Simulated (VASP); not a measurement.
SnO, 4 atoms in the cell. It takes space group P4/nmm (No. 129, tetragonal). The conventional cell has a = 3.591 Å, b = 3.591 Å, c = 4.283 Å, α = 90.00°, β = 90.00°, γ = 90.00°. Sn (site symmetry 4mm) has 4 O at 2.08 Å within 2.8 Å. O (site symmetry -4m2) has 4 Sn at 2.08 Å and 4 O at 2.54 Å within 2.8 Å. 

```yaml
Program: VASP 6.6.1
Task: single point
Functional: LDA
Potentials_or_basis: VASP PAW LDA potentials, release 64 (Sn_d, O)
Cutoff: 520 eV
k_mesh: 10 × 10 × 8
Occupations: gaussian, width 0.15 eV
Spin: no spin polarisation
Dipole_correction: no
Further_INCAR_settings: ALGO = Normal; EDIFF = 1e-06; NBANDS = 28
```

Potentials or basis: VASP PAW LDA potentials, release 64 (Sn_d, O).

Launch:

```sh
$ cat potpaw_LDA.64/Sn_d/POTCAR potpaw_LDA.64/O/POTCAR > POTCAR
$ mpirun -np 1 vasp_std > vasp.out
```

Hardware: 1 thread of AMD EPYC 7R13, on a shared host.

**Question.** Estimate the wall time of this run.

**Answer.** Run time: 3.9 min on 1 thread of AMD EPYC 7R13, on a shared host, peak memory 0.21 GiB. Counts: scf iterations 14, k points 105.
